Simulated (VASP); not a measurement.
# LuBr (P6_3mc) in VASP: further runs

LuBr is run at these levels: r2SCAN; tasks: single point.

All numbers are computed with VASP 6.6.1; they aren't measurements. Logs are shortened: lines on timing, memory, paths and dates and some standing lists are left out, and cuts for length are marked.

## 1. The cell of the first run

Symmetry: P6_3mc, No. 186, hexagonal system. The conventional cell has a = 3.263 Å, b = 3.263 Å, c = 9.187 Å, α = 90.00°, β = 90.00°, γ = 120.00°. Lu (site symmetry 3m) has 4 Br at 2.61 to 2.74 Å and 6 Lu at 3.26 Å within 3.4 Å. Within 3.4 Å of Br (site symmetry 3m) lie 4 Lu at 2.61 to 2.74 Å and 6 Br at 3.26 Å.

## 2. Single point, r2SCAN

POSCAR reads:

```
LuBr
1.0
    3.2631412749      0.0000000000      0.0000000000
   -1.6315706375      2.8259632402      0.0000000000
    0.0000000000      0.0000000000      9.1872341602
Lu Br
2 2
Direct
    0.6666666667      0.3333333333      0.8293363710
    0.3333333333      0.6666666667      0.3293363710
    0.6666666667      0.3333333333      0.5456646290
    0.3333333333      0.6666666667      0.0456646290
```

INCAR.step1 reads:

```
PREC = Accurate ; ENCUT = 520
ISMEAR = -1 ; SIGMA = 0.05
LREAL = F ; LASPH = T
NELM = 60 ; NBANDS = 40
GGA = PE ; ALGO = Normal
EDIFF = 1E-4 ; LWAVE = T
LCHARG = F
```

INCAR.step2 reads:

```
PREC = Accurate ; ENCUT = 520
EDIFF = 1E-6 ; ISMEAR = -1
SIGMA = 0.05 ; LREAL = F
LASPH = T ; NELM = 60
ALGO = Normal ; ISIF = 2
LWAVE = F ; LCHARG = T
METAGGA = R2SCAN ; LMIXTAU = T
LELF = T ; LVHAR = T
NBANDS = 40 ; ISTART = 1
```

KPOINTS reads:

```
Automatic mesh
0
Gamma
  9 9 3
```

Potentials or basis: VASP PAW PBE potentials, release 64 (Lu, Br).

Started as:

```console
$ cat potpaw_PBE.64/Lu/POTCAR potpaw_PBE.64/Br/POTCAR > POTCAR
$ cp INCAR.step1 INCAR
$ mpirun -np 1 vasp_std > vasp.out
$ cp INCAR.step2 INCAR
$ mpirun -np 1 vasp_std > vasp.out
```

OUTCAR:

```text
PREC = Accurate
   ENCUT = 520
   EDIFF = 1E-6
   ISMEAR = -1
   LREAL = F
   LASPH = T
   NELM = 60
   ISIF = 2
   METAGGA = R2SCAN
   ISTART = 1

 ion  position               nearest neighbor table
   1  0.667  0.333  0.829-   3 2.61   4 2.74   4 2.74   4 2.74
   2  0.333  0.667  0.329-   4 2.61   3 2.74   3 2.74   3 2.74
   3  0.667  0.333  0.546-   1 2.61   2 2.74   2 2.74   2 2.74
   4  0.333  0.667  0.046-   2 2.61   1 2.74   1 2.74   1 2.74

  LATTYP: Found a hexagonal cell.
 ALAT       =     3.2631412749
 C/A-ratio  =     2.8154570661

  Lattice vectors:

 A1 = (   3.2631412749,   0.0000000000,   0.0000000000)
 A2 = (  -1.6315706375,   2.8259632402,   0.0000000000)
 A3 = (   0.0000000000,   0.0000000000,   9.1872341602)

Analysis of symmetry for initial positions (statically):
=====================================================================
 Subroutine PRICEL returns:
 Original cell was already a primitive cell.

 Routine SETGRP: Setting up the symmetry group for a
 hexagonal supercell.

 Subroutine GETGRP returns: Found 12 space group operations
 (whereof  6 operations were pure point group operations)
 out of a pool of 24 trial point group operations.

The static configuration has the point symmetry C_3v.
 The point group associated with its full space group is C_6v.

Analysis of symmetry for dynamics (positions and initial velocities):
=====================================================================
 Subroutine PRICEL returns:
 Original cell was already a primitive cell.

 Routine SETGRP: Setting up the symmetry group for a
 hexagonal supercell.

 Subroutine GETGRP returns: Found 12 space group operations
 (whereof  6 operations were pure point group operations)
 out of a pool of 24 trial point group operations.

The dynamic configuration has the point symmetry C_3v.
 The point group associated with its full space group is C_6v.

 Subroutine INISYM returns: Found 12 space group operations
 (whereof  6 operations are pure point group operations),
 and found     1 'primitive' translations

----------------------------------------------------------------------------------------

                                     Primitive cell

  volume of cell :      84.7202

  direct lattice vectors                    reciprocal lattice vectors
     3.263141275  0.000000000  0.000000000     0.306453174  0.176930822  0.000000000
    -1.631570638  2.825963240  0.000000000     0.000000000  0.353861645  0.000000000
     0.000000000  0.000000000  9.187234160     0.000000000  0.000000000  0.108846687
[... 87 lines left out ...]
   EDIFF  = 0.1E-05   stopping-criterion for ELM
   LREAL  =      F    real-space projection
   EDIFFG = 0.1E-04   stopping-criterion for IOM
   NSW    =      0    number of steps for IOM
   IBRION =     -1    ionic relax: 0-MD 1-quasi-New 2-CG
   NFREE  =      0    steps in history (QN), initial steepest desc. (CG)
   ISIF   =      2    stress and relaxation
   ISYM   =      2    0-nonsym 1-usesym 2-fastsym
   POTIM  = 0.5000    time-step for ionic-motion
   TEBEG  =    0.0;   TEEND  =   0.0 temperature during run
   PSTRESS=    0.0 pullay stress
   NELECT =      64.0000    total number of electrons
   NUPDOWN=      -1.0000    fix difference up-down
   EMIN   =  10.00;   EMAX   =-10.00  energy-range for DOS
   EFERMI =   0.00;   METHOD = LEGACY
   ISMEAR =    -1;   SIGMA  =   0.05  broadening in eV -4-tet -1-fermi 0-gaus
   EFERMI_NEDOS =   21; number of points for ismear=-14 and -15
   IALGO  =     38    algorithm
   IMIX   =      4    mixing-type and parameters
     AMIX     =   0.40;   BMIX     =  1.00
     AMIX_MAG =   1.60;   BMIX_MAG =  1.00
  volume/ion in A,a.u.               =      21.18       142.93
  Fermi-wavevector in a.u.,A,eV,Ry     =   1.490982  2.817548 30.246127  2.223028
  Thomas-Fermi vector in A             =   2.603695
   LORBIT       =      0    0 simple, 1 ext, 2 COOP (PROOUT), +10 PAW based schemes
   METAGGA = R2SCAN    functional components
   LHFCALC =     F    Hartree Fock is set to
   AEXX    =    0.0000 exact exchange contribution
   IVDW    =     0    specifies the selected vdW correction
   LEPSILON=     F    determine dielectric tensor
   LRPA    =     F    only Hartree local field effects (RPA)
 non-spin polarized calculation
  energy-cutoff  :      520.00
  volume of cell :       84.72
 maximum number of plane-waves:      2328
   NGX = 13   NGY = 13   NGZ = 35

 number of electron      63.9999964 magnetization

 Free energy of the ion-electron system (eV)
  ---------------------------------------------------
  ext. energy  EPLUGINS =         0.00000000
  ---------------------------------------------------
  free energy    TOTEN  =      -105.54006265 eV

  energy without entropy =     -105.53220083  energy(sigma->0) =     -105.53613174

 E-fermi :   5.7296     XC(G=0): -11.9879

 val. band max:        5.6861534210   @ k =   0.3333   0.3333   0.3333
 cond. band min:       5.7754705726   @ k =   0.3333   0.3333   0.0000
 fundamental gap:      0.0893171516
 Fermi energy:         5.7295826758

 k-point     1 :       0.0000    0.0000    0.0000
  band No.  band energies     occupation
      1     -52.6284      2.00000
      2     -52.6282      2.00000
      3     -23.0741      2.00000
      4     -22.9762      2.00000
      5     -22.3243      2.00000
      6     -22.3243      2.00000
[... 1021 lines left out ...]
     39      11.3589      0.00000
     40      11.3590      0.00000

------------------------ aborting loop because EDIFF is reached ----------------------------------------

  FORCE on cell =-STRESS in cart. coord.  units (eV):
  Direction    XX          YY          ZZ          XY          YZ          ZX
  --------------------------------------------------------------------------------------
  -------------------------------------------------------------------------------------
  Total       10.7471440     10.7471440     11.0486091     -0.0000000      0.0000000      0.0000000
  in kB      203.2434138    203.2434138    208.9445367     -0.0000000      0.0000000      0.0000000
  external PRESSURE =     205.1437881 kB  Pullay stress =       0.0000000 kB

 VOLUME and BASIS-vectors are now :
 -----------------------------------------------------------------------------
  energy-cutoff  :      520.00
  volume of cell :       84.72
      direct lattice vectors                 reciprocal lattice vectors
     3.263141275  0.000000000  0.000000000     0.306453174  0.176930822  0.000000000
    -1.631570638  2.825963240  0.000000000     0.000000000  0.353861645  0.000000000
     0.000000000  0.000000000  9.187234160     0.000000000  0.000000000  0.108846687

 POSITION                                       TOTAL-FORCE (eV/Angst)
 -----------------------------------------------------------------------------------
      1.63157      0.94199      7.61931         0.000000     -0.000000     -0.012833
     -0.00000      1.88398      3.02569        -0.000000      0.000000     -0.012833
      1.63157      0.94199      5.01315        -0.000000      0.000000      0.012833
     -0.00000      1.88398      0.41953         0.000000     -0.000000      0.012833
 -----------------------------------------------------------------------------------
    total drift:                                0.000000      0.000001      0.015113

  FREE ENERGIE OF THE ION-ELECTRON SYSTEM (eV)
  ---------------------------------------------------
  free  energy   TOTEN  =      -105.5400626547 eV

  energy  without entropy=     -105.5322008331  energy(sigma->0) =     -105.53613174
```

OUTCAR.step1:

```text
PREC = Accurate
   ENCUT = 520
   ISMEAR = -1
   LREAL = F
   LASPH = T
[... 1258 lines left out ...]
      1.63157      0.94199      7.61931         0.000000      0.000000     -0.028589
     -0.00000      1.88398      3.02569         0.000000      0.000000     -0.028589
      1.63157      0.94199      5.01315        -0.000000     -0.000000      0.028589
     -0.00000      1.88398      0.41953        -0.000000      0.000000      0.028589
 -----------------------------------------------------------------------------------
    total drift:                                0.000000      0.000001      0.025748

  FREE ENERGIE OF THE ION-ELECTRON SYSTEM (eV)
  ---------------------------------------------------
  free  energy   TOTEN  =       -14.5425241628 eV

  energy  without entropy=      -14.5336462667  energy(sigma->0) =      -14.53808521
```

It took 3.9 min on 1 thread of Intel Xeon Platinum 8259CL at 2.50GHz (Skylake/Cascade Lake), shared host; peak memory 0.25 GiB.

What came out:

- Free energy: -105.5401 eV
- Pressure: 20.5 GPa
- Largest force: 0.013 eV/Å

Forces on the atoms (eV/Å):
```
Lu   0.000  0.000 -0.013
Lu   0.000  0.000 -0.013
Br   0.000  0.000  0.013
Br   0.000  0.000  0.013
```

Stress tensor (GPa, compression positive):
```
20.32  0.00  0.00
 0.00 20.32  0.00
 0.00  0.00 20.89
```

Caveat: the PAW data sets were made with another functional, which shifts forces and pressure a little; spin-orbit coupling is left out, which moves the levels of the heavy elements.

## 3. Single point, r2SCAN

This run uses another cell than the first one, of 23.41 Å³/atom, 1.105 times its volume.

POSCAR reads:

```
LuBr
1.0
    3.3885425163      0.0000000000      0.0000000000
   -1.6942712582      2.9345639009      0.0000000000
    0.0000000000      0.0000000000      9.4173362155
Lu Br
2 2
Direct
    0.6666666667      0.3333333333      0.8301284140
    0.3333333333      0.6666666667      0.3301284140
    0.6666666667      0.3333333333      0.5448725860
    0.3333333333      0.6666666667      0.0448725860
```

INCAR.step1 reads:

```
PREC = Accurate
ENCUT = 520
ISMEAR = -1
SIGMA = 0.05
LREAL = F
LASPH = T
NELM = 100
NBANDS = 40
GGA = PE
ALGO = Normal
EDIFF = 1E-4
LWAVE = T
LCHARG = F
```

INCAR.step2 reads:

```
PREC = Accurate
ENCUT = 520
EDIFF = 1E-6
ISMEAR = -1
SIGMA = 0.05
LREAL = F
LASPH = T
NELM = 100
ALGO = Normal
ISIF = 2
LWAVE = F
LCHARG = T
METAGGA = R2SCAN
LMIXTAU = T
LELF = T
LVHAR = T
NBANDS = 40
ISTART = 1
```

KPOINTS reads:

```
regular mesh
0
Gamma
  9 9 3
```

Potentials or basis: VASP PAW PBE potentials, release 64 (Lu, Br).

Started as:

```console
$ cat potpaw_PBE.64/Lu/POTCAR potpaw_PBE.64/Br/POTCAR > POTCAR
$ cp INCAR.step1 INCAR
$ mpirun -np 1 vasp_std > vasp.out
$ cp INCAR.step2 INCAR
$ mpirun -np 1 vasp_std > vasp.out
```

OUTCAR:

```text
PREC = Accurate
   ENCUT = 520
   EDIFF = 1E-6
   ISMEAR = -1
   LREAL = F
   LASPH = T
   NELM = 100
   ISIF = 2
   METAGGA = R2SCAN
   ISTART = 1

 ion  position               nearest neighbor table
   1  0.667  0.333  0.830-   3 2.69   4 2.81   4 2.81   4 2.81
   2  0.333  0.667  0.330-   4 2.69   3 2.81   3 2.81   3 2.81
   3  0.667  0.333  0.545-   1 2.69   2 2.81   2 2.81   2 2.81
   4  0.333  0.667  0.045-   2 2.69   1 2.81   1 2.81   1 2.81

  LATTYP: Found a hexagonal cell.
[... 1229 lines left out ...]
  FORCE on cell =-STRESS in cart. coord.  units (eV):
  Direction    XX          YY          ZZ          XY          YZ          ZX
  --------------------------------------------------------------------------------------
  -------------------------------------------------------------------------------------
  Total        5.9796328      5.9796328      6.1565276     -0.0000000      0.0000000      0.0000000
  in kB      102.3058603    102.3058603    105.3323629     -0.0000000      0.0000000      0.0000000
  external PRESSURE =     103.3146945 kB  Pullay stress =       0.0000000 kB

 VOLUME and BASIS-vectors are now :
 -----------------------------------------------------------------------------
  energy-cutoff  :      520.00
  volume of cell :       93.64
      direct lattice vectors                 reciprocal lattice vectors
     3.388542516  0.000000000  0.000000000     0.295112130  0.170383068  0.000000000
    -1.694271258  2.934563901  0.000000000     0.000000000  0.340766136  0.000000000
     0.000000000  0.000000000  9.417336216     0.000000000  0.000000000  0.106187140

 POSITION                                       TOTAL-FORCE (eV/Angst)
 -----------------------------------------------------------------------------------
      1.69427      0.97819      7.81760         0.000000     -0.000000     -0.004428
     -0.00000      1.95638      3.10893        -0.000000      0.000000     -0.004428
      1.69427      0.97819      5.13125         0.000000     -0.000000      0.004428
     -0.00000      1.95638      0.42258        -0.000000      0.000000      0.004428
 -----------------------------------------------------------------------------------
    total drift:                                0.000000      0.000000      0.036871

  FREE ENERGIE OF THE ION-ELECTRON SYSTEM (eV)
  ---------------------------------------------------
  free  energy   TOTEN  =      -106.3889286056 eV

  energy  without entropy=     -106.3806395063  energy(sigma->0) =     -106.38478406
```

OSZICAR.step1:

```text
N       E                     dE             d eps       ncg     rms          rms(c)
DAV:   1     0.491898205006E+03    0.49190E+03   -0.24774E+04  2864   0.510E+03
DAV:   2     0.597536452523E+02   -0.43214E+03   -0.40723E+03  2320   0.772E+02
DAV:   3    -0.705838149098E+01   -0.66812E+02   -0.64178E+02  2312   0.165E+02
DAV:   4    -0.152551201391E+02   -0.81967E+01   -0.81079E+01  3160   0.467E+01
DAV:   5    -0.156281867222E+02   -0.37307E+00   -0.37262E+00  2912   0.871E+00    0.823E+00
DAV:   6    -0.154373373197E+02    0.19085E+00   -0.39890E-01  3016   0.837E+00    0.454E+00
DAV:   7    -0.153793051848E+02    0.58032E-01   -0.26573E-01  2688   0.386E+00    0.741E-01
DAV:   8    -0.153806280471E+02   -0.13229E-02   -0.36113E-02  2736   0.183E+00    0.284E-01
DAV:   9    -0.153807416518E+02   -0.11360E-03   -0.31693E-03  2856   0.455E-01    0.162E-01
DAV:  10    -0.153808296637E+02   -0.88012E-04   -0.53845E-04  2248   0.253E-01
   1 F= -.15380830E+02 E0= -.15375955E+02  d E =-.974872E-02
```

It took 8.1 min on 1 thread of Intel Xeon Platinum 8259CL at 2.50GHz (Skylake/Cascade Lake), shared host; peak memory 0.28 GiB.

Results:

* Free energy: -106.3889 eV
* Pressure: 10.3 GPa
* Largest force: 0.004 eV/Å
* Band gap on the k mesh: zero (band 32 reaches 5.20 eV, above the bottom of band 33 at 5.13 eV)

Forces in eV/Å, atoms in the order of the input:
```
Lu   0.000  0.000 -0.004
Lu   0.000  0.000 -0.004
Br   0.000  0.000  0.004
Br   0.000  0.000  0.004
```

Caveat: the PAW data sets were made with another functional, which shifts forces and pressure a little; spin-orbit coupling is left out, which moves the levels of the heavy elements.

## 4. Single point, r2SCAN

This run uses another cell than the first one, of 25.05 Å³/atom, 1.183 times its volume.

POSCAR reads:

```
LuBr
1.0
    3.4741565439      0.0000000000      0.0000000000
   -1.7370782719      3.0087078237      0.0000000000
    0.0000000000      0.0000000000      9.5853277309
Lu Br
2 2
Direct
    0.6666666667      0.3333333333      0.8305904849
    0.3333333333      0.6666666667      0.3305904849
    0.6666666667      0.3333333333      0.5444105151
    0.3333333333      0.6666666667      0.0444105151
```

INCAR.step1 reads:

```
PREC     = Accurate       # precision mode
ENCUT    = 520            # plane-wave cutoff, eV
ISMEAR   = -1             # smearing method
SIGMA    = 0.05           # smearing width, eV
LREAL    = F              # projectors in reciprocal space
LASPH    = T              # aspherical terms in the spheres
NELM     = 60             # most SCF steps
NBANDS   = 40             # bands
GGA      = PE             # functional
ALGO     = Normal         # electronic algorithm
EDIFF    = 1E-4           # SCF threshold, eV
LWAVE    = T              # write WAVECAR
LCHARG   = F              # write CHGCAR
```

INCAR.step2 reads:

```
PREC     = Accurate       # precision mode
ENCUT    = 520            # plane-wave cutoff, eV
EDIFF    = 1E-6           # SCF threshold, eV
ISMEAR   = -1             # smearing method
SIGMA    = 0.05           # smearing width, eV
LREAL    = F              # projectors in reciprocal space
LASPH    = T              # aspherical terms in the spheres
NELM     = 60             # most SCF steps
ALGO     = Normal         # electronic algorithm
ISIF     = 2              # what is computed and relaxed
LWAVE    = F              # write WAVECAR
LCHARG   = T              # write CHGCAR
METAGGA  = R2SCAN         # meta-GGA
LMIXTAU  = T            
LELF     = T              # ELF
LVHAR    = T            
NBANDS   = 40             # bands
ISTART   = 1
```

KPOINTS is that of step 3.

Started as:

```console
$ cat potpaw_PBE.64/Lu/POTCAR potpaw_PBE.64/Br/POTCAR > POTCAR
$ cp INCAR.step1 INCAR
$ mpirun -np 1 vasp_std > vasp.out
$ cp INCAR.step2 INCAR
$ mpirun -np 1 vasp_std > vasp.out
```

Run time: 7.2 min. Hardware: 1 thread of Intel Xeon Platinum 8259CL at 2.50GHz (Skylake/Cascade Lake), shared host; peak memory 0.3 GiB.

The run converged. Its results:

```yaml
Free_energy: -106.7080 eV
Pressure: 5.3 GPa
Largest_force: 0.003 eV/Å
Band_gap_on_the_k_mesh: zero (band 32 reaches 4.79 eV, above the bottom of band 33 at 4.63 eV)
```

Forces in eV/Å, atoms in the order of the input:
```
Lu   0.000  0.000 -0.003
Lu   0.000  0.000 -0.003
Br   0.000  0.000  0.003
Br   0.000  0.000  0.003
```

Stress tensor (GPa, compression positive):
```
5.22 0.00 0.00
0.00 5.22 0.00
0.00 0.00 5.32
```

Levels at points of the mesh, in eV from the Fermi level:
| k point | band 29 | band 30 | band 31 | band 32 | band 33 | band 34 | band 35 | band 36 |
| --- | --- | --- | --- | --- | --- | --- | --- | --- |
| (0.00, 0.00, 0.00) | -3.78 | -3.78 | -3.58 | -2.09 | 1.92 | 1.92 | 2.08 | 2.08 |

Caveat: the PAW data sets were made with another functional, which shifts forces and pressure a little; spin-orbit coupling is left out, which moves the levels of the heavy elements.

## 5. Summary

| cell | gap on the mesh (eV) | pressure (GPa) |
| --- | --- | --- |
| a = 3.263, b = 3.263, c = 9.187 Å, angles 90.0, 90.0, 120.0°, 4 atoms | - | 20.5 |
| a = 3.389, b = 3.389, c = 9.417 Å, angles 90.0, 90.0, 120.0°, 4 atoms | none | 10.3 |
| a = 3.474, b = 3.474, c = 9.585 Å, angles 90.0, 90.0, 120.0°, 4 atoms | none | 5.3 |

Alike in all rows: task single point; level r2SCAN; potentials or basis VASP PAW PBE potentials, release 64 (Lu, Br); no spin polarisation; k mesh 9 × 9 × 3; cutoff (eV) 520; smearing fermi-dirac 0.05 eV.

Caveats: the PAW data sets were made with another functional, which shifts forces and pressure a little; spin-orbit coupling is left out, which moves the levels of the heavy elements.

Total energies depend on the potentials used, so only differences within one code and one set of settings carry meaning.
